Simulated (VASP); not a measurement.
A run of VASP 6.6.1:

INCAR

```
PREC = Accurate
ENCUT = 1330
EDIFF = 1E-6
ISMEAR = 0
SIGMA = 0.1
LREAL = False
LASPH = True
NELM = 120
ALGO = Normal
ISIF = 2
LWAVE = False
LCHARG = True
GGA = PE
LELF = True
LVHAR = True
NBANDS = 35
GGA_COMPAT = False
```

KPOINTS

```
regular mesh
0
Gamma
  4 4 4
```

POSCAR

```
Zr2NbN3
1.0
    4.9956001572      0.0000000000      0.0000000000
    0.0000000000      4.9956001572      0.0000000000
    0.0000000000      0.0000000000      4.0664819681
Zr Nb N
2 1 3
Direct
    0.5000000000      0.0000000000      0.0000000000
    0.0000000000      0.5000000000      0.0000000000
    0.0000000000      0.0000000000      0.0000000000
    0.0000000000      0.0000000000      0.5000000000
    0.5000000000      0.5000000000      0.1598830789
    0.5000000000      0.5000000000      0.8401169211
```

Potentials or basis: VASP PAW PBE potentials, release 64 (Zr_sv, Nb_sv, N_h).

The run is started by

```bash
$ cat potpaw_PBE.64/Zr_sv/POTCAR potpaw_PBE.64/Nb_sv/POTCAR potpaw_PBE.64/N_h/POTCAR > POTCAR
$ mpirun -np 1 vasp_std > vasp.out
```

Hardware: 1 thread of Intel(R) Xeon(R) Platinum 8375C CPU @ 2.90GHz (Ice Lake) (shared host).

Task: Estimate the wall time of this run.

Result: Wall time 6.6 min on 1 thread of Intel(R) Xeon(R) Platinum 8375C CPU @ 2.90GHz (Ice Lake), on a shared host, peak memory 0.59 GiB. Counts: scf iterations 16, k points 18.
